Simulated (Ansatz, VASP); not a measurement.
## Two plane-wave programs on ZrTi3N4

```
CELL_PARAMETERS angstrom
3.29134 0.00000 0.00000
0.00000 3.29134 0.00000
0.00000 0.00000 9.30931
ATOMIC_POSITIONS crystal
Zr 0.00000 0.00000 0.00000
Ti 0.00000 0.00000 0.50000
Ti 0.50000 0.50000 0.25000
Ti 0.50000 0.50000 0.75000
N 0.00000 0.00000 0.75000
N 0.50000 0.50000 0.50000
N 0.00000 0.00000 0.25000
N 0.50000 0.50000 0.00000
```

Alike in both runs: task single point; functional PBE; k mesh 6 × 6 × 2; occupations gaussian, width 0.1 eV; collinear spin.

```csv
,VASP,Ansatz
version,VASP 6.6.1,Ansatz 0.2.0
potentials or method,"VASP PAW PBE potentials, release 64 (Zr_sv, Ti_sv, N), cutoff 520 eV","scalar-relativistic, plane waves, PAW"
valence electrons in the cell,68,68
```

|  | VASP | Ansatz | Ansatz less VASP |
| --- | --- | --- | --- |
| gap on the k mesh at the Fermi level (eV) | none | none | - |
| rms of the force components (eV/Å) | 0.217 | 0.216 | -0.0009 |
| net moment per atom (μB) | 0.00 | 0.00 | 0.000 |

Atom by atom the forces differ by 0.002 eV/Å (rms over components). A gap of «none» marks a metal or a gap that the smearing closes. Ansatz's warnings: seeded moment not kept.
